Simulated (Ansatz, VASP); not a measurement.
Two plane-wave programs on BaS

```
Ba S
1.0
     0.00000    3.18500    3.18500
     3.18500    0.00000    3.18500
     3.18500    3.18500    0.00000
Ba S
1 1
Direct
  0.00000 0.00000 0.00000
  0.50000 0.50000 0.50000
```

Alike in both runs: task relaxation of cell and atoms; functional PBE; k mesh 8 × 8 × 8; occupations gaussian, width 0.02 eV; no spin polarisation.

```csv
,VASP,Ansatz
version,VASP 6.6.1,Ansatz 0.2.0
potentials or method,"VASP PAW PBE potentials, release 64 (Ba_sv, S), cutoff 500 eV","scalar-relativistic, plane waves, PAW"
valence electrons in the cell,16,16
```

Ansatz gave:

| Property | Result |
| --- | --- |
| gap on the k mesh at the Fermi level, each at its own relaxed structure (eV) | 2.23 |
| relaxed volume (Å³/atom) | 33.22 |
| relaxed cell length with the largest relative difference (Å) | 4.546 |

Question: Estimate VASP's values.

Answer: gap on the k mesh at the Fermi level, each at its own relaxed structure (eV): 2.16; relaxed volume (Å³/atom): 33.63; relaxed cell length with the largest relative difference (Å): 4.565.

Spin-orbit coupling is off throughout.
